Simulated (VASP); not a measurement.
# TaN (NiAs type) (P6_3/mmc) in VASP: a series of runs, part 2 of 2

VASP 6.6.1. The steps go on from the part before.

## (3) Single point, PBE

INCAR

```
PREC = Accurate
ENCUT = 600
EDIFF = 1E-6
ISMEAR = -1
SIGMA = 0.08
LREAL = False
LASPH = True
NELM = 120
ALGO = Normal
ISIF = 2
LWAVE = False
LCHARG = False
GGA = PE
NBANDS = 24
GGA_COMPAT = False
```

KPOINTS

```
Automatic mesh
0
Gamma
  11 11 6
```

POSCAR

```
TaN
1.0
    2.7604949639      0.0000000000      0.0000000000
   -1.3802474820      2.3906587658      0.0000000000
    0.0000000000      0.0000000000      5.6713634923
Ta N
2 2
Direct
    0.0000000000      0.0000000000      0.0000000000
    0.0000000000      0.0000000000      0.5000000000
    0.3333333333      0.6666666667      0.2500000000
    0.6666666667      0.3333333333      0.7500000000
```

Potentials or basis: VASP PAW PBE potentials, release 64 (Ta_pv, N).

Launch:

```
$ cat potpaw_PBE.64/Ta_pv/POTCAR potpaw_PBE.64/N/POTCAR > POTCAR
$ mpirun -np 1 vasp_std > vasp.out
```

OUTCAR:

```text
PREC = Accurate
   ENCUT = 600
   EDIFF = 1E-6
   ISMEAR = -1
   LREAL = False
   LASPH = True
   NELM = 120
   ISIF = 2
   GGA = PE

 ion  position               nearest neighbor table
   1  0.000  0.000  0.000-   3 2.13   4 2.13   4 2.13   3 2.13   4 2.13   3 2.13   2 2.84   2 2.84

   2  0.000  0.000  0.500-   3 2.13   4 2.13   4 2.13   3 2.13   4 2.13   3 2.13   1 2.84   1 2.84

   3  0.333  0.667  0.250-   1 2.13   2 2.13   1 2.13   2 2.13   1 2.13   2 2.13
   4  0.667  0.333  0.750-   1 2.13   2 2.13   1 2.13   2 2.13   1 2.13   2 2.13

  LATTYP: Found a hexagonal cell.
 ALAT       =     2.7604949639
 C/A-ratio  =     2.0544734066

  Lattice vectors:

 A1 = (   2.7604949639,   0.0000000000,   0.0000000000)
 A2 = (  -1.3802474820,   2.3906587658,   0.0000000000)
 A3 = (   0.0000000000,   0.0000000000,   5.6713634923)

Analysis of symmetry for initial positions (statically):
=====================================================================
 Subroutine PRICEL returns:
 Original cell was already a primitive cell.

 Routine SETGRP: Setting up the symmetry group for a
 hexagonal supercell.

 Subroutine GETGRP returns: Found 24 space group operations
 (whereof 12 operations were pure point group operations)
 out of a pool of 24 trial point group operations.

The static configuration has the point symmetry D_3d.
 The point group associated with its full space group is D_6h.

Analysis of symmetry for dynamics (positions and initial velocities):
=====================================================================
 Subroutine PRICEL returns:
 Original cell was already a primitive cell.

 Routine SETGRP: Setting up the symmetry group for a
 hexagonal supercell.

 Subroutine GETGRP returns: Found 24 space group operations
 (whereof 12 operations were pure point group operations)
 out of a pool of 24 trial point group operations.

The dynamic configuration has the point symmetry D_3d.
 The point group associated with its full space group is D_6h.

 Subroutine INISYM returns: Found 24 space group operations
 (whereof 12 operations are pure point group operations),
 and found     1 'primitive' translations

----------------------------------------------------------------------------------------

                                     Primitive cell

  volume of cell :      37.4276

  direct lattice vectors                    reciprocal lattice vectors
     2.760494964  0.000000000  0.000000000     0.362253876  0.209147373  0.000000000
    -1.380247482  2.390658766  0.000000000     0.000000000  0.418294745  0.000000000
     0.000000000  0.000000000  5.671363492     0.000000000  0.000000000  0.176324441

  length of vectors
     2.760494964  2.760494964  5.671363492     0.418294746  0.418294745  0.176324441

  position of ions in fractional coordinates (direct lattice)
     0.000000000  0.000000000  0.000000000
     0.000000000  0.000000000  0.500000000
     0.333333333  0.666666667  0.250000000
     0.666666667  0.333333333  0.750000000

  ion indices of the primitive-cell ions
   primitive index   ion index
                 1           1
                 2           2
                 3           3
                 4           4

----------------------------------------------------------------------------------------

 KPOINTS: Automatic mesh

Automatic generation of k-mesh.
 Grid dimensions read from file:
 generate k-points for:   11   11    6

 Generating k-lattice:

  Cartesian coordinates                     Fractional coordinates (reciprocal lattice)
     0.032932171  0.019013398  0.000000000     0.090909091  0.000000000  0.000000000
     0.000000000  0.038026795  0.000000000     0.000000000  0.090909091  0.000000000
     0.000000000  0.000000000  0.029387407     0.000000000  0.000000000  0.166666667

  Length of vectors
     0.038026795  0.038026795  0.029387407

  Shift w.r.t. Gamma in fractional coordinates (k-lattice)
     0.000000000  0.000000000  0.000000000

 Subroutine IBZKPT returns following result:
 ===========================================

 Found     64 irreducible k-points:

 Following reciprocal coordinates:
            Coordinates               Weight
  0.000000  0.000000  0.000000      1.000000
  0.090909  0.000000  0.000000      6.000000
  0.181818  0.000000  0.000000      6.000000
  0.272727 -0.000000  0.000000      6.000000
  0.363636  0.000000  0.000000      6.000000
  0.454545 -0.000000  0.000000      6.000000
[... 16 lines left out ...]
  0.090909  0.090909  0.166667     12.000000
  0.181818  0.090909  0.166667     24.000000
 [... further k-points ...]
   k-points           NKPTS =     64   k-points in BZ     NKDIM =     64   number of bands    NBANDS=     24
   number of dos      NEDOS =    301   number of ions     NIONS =      4
   total plane-waves  NPLWV =  27648
   dimension x,y,z NGX =    24 NGY =   24 NGZ =   48
   dimension x,y,z NGXF=    48 NGYF=   48 NGZF=   96
   ions per type =               2   2
   NGX,Y,Z   is equivalent  to a cutoff of  14.45, 14.45, 14.07 a.u.
   NGXF,Y,Z  is equivalent  to a cutoff of  28.91, 28.91, 28.14 a.u.
 SYSTEM =  unknown system
   PREC   = accura    normal or accurate (medium, high low for compatibility)
   ISTART =      0    job   : 0-new  1-cont  2-samecut
   ICHARG =      2    charge: 1-file 2-atom 10-const
   ISPIN  =      1    spin polarized calculation?
   LNONCOLLINEAR =      F non collinear calculations
   LSORBIT =      F    spin-orbit coupling
   LASPH  =      T    aspherical Exc in radial PAW
   ENCUT  =  600.0 eV  44.10 Ry    6.64 a.u.   5.51  5.51 11.33*2*pi/ulx,y,z
   NELM   =    120;   NELMIN=  2; NELMDL= -5     # of ELM steps
   EDIFF  = 0.1E-05   stopping-criterion for ELM
   LREAL  =      F    real-space projection
   EDIFFG = 0.1E-04   stopping-criterion for IOM
   NSW    =      0    number of steps for IOM
   IBRION =     -1    ionic relax: 0-MD 1-quasi-New 2-CG
   NFREE  =      0    steps in history (QN), initial steepest desc. (CG)
   ISIF   =      2    stress and relaxation
   ISYM   =      2    0-nonsym 1-usesym 2-fastsym
   POTIM  = 0.5000    time-step for ionic-motion
   TEBEG  =    0.0;   TEEND  =   0.0 temperature during run
   PSTRESS=    0.0 pullay stress
   NELECT =      32.0000    total number of electrons
   NUPDOWN=      -1.0000    fix difference up-down
   EMIN   =  10.00;   EMAX   =-10.00  energy-range for DOS
   EFERMI =   0.00;   METHOD = LEGACY
   ISMEAR =    -1;   SIGMA  =   0.08  broadening in eV -4-tet -1-fermi 0-gaus
   EFERMI_NEDOS =   21; number of points for ismear=-14 and -15
   IALGO  =     38    algorithm
   IMIX   =      4    mixing-type and parameters
     AMIX     =   0.40;   BMIX     =  1.00
     AMIX_MAG =   1.60;   BMIX_MAG =  1.00
  volume/ion in A,a.u.               =       9.36        63.14
  Fermi-wavevector in a.u.,A,eV,Ry     =   1.553797  2.936250 32.848323  2.414284
  Thomas-Fermi vector in A             =   2.657975
   LORBIT       =      0    0 simple, 1 ext, 2 COOP (PROOUT), +10 PAW based schemes
   GGA     = PE    functional components
   LHFCALC =     F    Hartree Fock is set to
   AEXX    =    0.0000 exact exchange contribution
   IVDW    =     0    specifies the selected vdW correction
   LEPSILON=     F    determine dielectric tensor
   LRPA    =     F    only Hartree local field effects (RPA)
 non-spin polarized calculation
  energy-cutoff  :      600.00
  volume of cell :       37.43
 maximum number of plane-waves:      1283
 NGX is ok and might be reduce to    24
   NGX = 11   NGY = 11   NGZ = 23

 number of electron      31.9999998 magnetization

 Free energy of the ion-electron system (eV)
  ---------------------------------------------------
  ext. energy  EPLUGINS =         0.00000000
  ---------------------------------------------------
  free energy    TOTEN  =       -42.82617748 eV

  energy without entropy =      -42.80573314  energy(sigma->0) =      -42.81595531

 E-fermi :   9.7921     XC(G=0): -14.1454

 val. band max:        9.7676082477   @ k =   0.0909   0.0000   0.1667
 cond. band min:       9.8313133614   @ k =   0.2727   0.2727   0.0000
 fundamental gap:      0.0637051137
 Fermi energy:         9.7920557619

 k-point     1 :       0.0000    0.0000    0.0000
  band No.  band energies     occupation
      1     -25.9545      2.00000
      2     -24.7362      2.00000
      3     -24.2732      2.00000
      4     -24.2732      2.00000
      5     -24.1753      2.00000
      6     -24.1753      2.00000
[... 637 lines left out ...]
     23      16.3612      0.00000
     24      17.3528      0.00000

 [... further k-points ...]
[... 5 lines left out ...]
  --------------------------------------------------------------------------------------
  -------------------------------------------------------------------------------------
  Total       16.4615676     16.4615676     16.5078826     -0.0000000     -0.0000000      0.0000000
  in kB      704.6764197    704.6764197    706.6590426     -0.0000000     -0.0000000      0.0000000
  external PRESSURE =     705.3372940 kB  Pullay stress =       0.0000000 kB

 VOLUME and BASIS-vectors are now :
 -----------------------------------------------------------------------------
  energy-cutoff  :      600.00
  volume of cell :       37.43
      direct lattice vectors                 reciprocal lattice vectors
     2.760494964  0.000000000  0.000000000     0.362253876  0.209147373  0.000000000
    -1.380247482  2.390658766  0.000000000     0.000000000  0.418294745  0.000000000
     0.000000000  0.000000000  5.671363492     0.000000000  0.000000000  0.176324441

 POSITION                                       TOTAL-FORCE (eV/Angst)
 -----------------------------------------------------------------------------------
      0.00000      0.00000      0.00000        -0.000000      0.000000      0.000000
      0.00000      0.00000      2.83568        -0.000000      0.000000      0.000000
     -0.00000      1.59377      1.41784        -0.000000      0.000000      0.000000
      1.38025      0.79689      4.25352         0.000000      0.000000     -0.000000
 -----------------------------------------------------------------------------------
    total drift:                               -0.000000      0.000000      0.000000

  FREE ENERGIE OF THE ION-ELECTRON SYSTEM (eV)
  ---------------------------------------------------
  free  energy   TOTEN  =       -42.8261774820 eV

  energy  without entropy=      -42.8057331420  energy(sigma->0) =      -42.81595531
```

stdout:

```text
POSCAR found type information on POSCAR TaN
 POSCAR found :  2 types and       4 ions
 scaLAPACK will be used
 LDA part: xc-table for (Slater+PW92), standard interpolation
 POSCAR, INCAR and KPOINTS ok, starting setup
 FFT: planning ... GRIDC
 FFT: planning ... GRID_SOFT
 FFT: planning ... GRID
 WAVECAR not read
 entering main loop
```

Wall time 79 s (1 thread of Intel Xeon 8259CL, shared host); peak memory 0.21 GiB.

What came out:

| Quantity | Value |
| --- | --- |
| Free energy | -42.8262 eV |
| Pressure | 70.5 GPa |
| Band gap on the k mesh | zero (bands 16 and 17 overlap by 1.24 eV) |

Levels at points of the mesh, in eV from the Fermi level:
```csv
k point,band 14,band 15,band 16,band 17,band 18,band 19
"(0.00, 0.00, 0.00)",-2.11,-2.11,-0.32,-0.32,0.71,0.71
"(0.00, 0.00, 0.50)",-4.32,-0.90,-0.90,1.20,1.20,1.20
```

Caveat: the cell stands under pressure; spin-orbit coupling is left out, which moves the levels of the heavy elements.
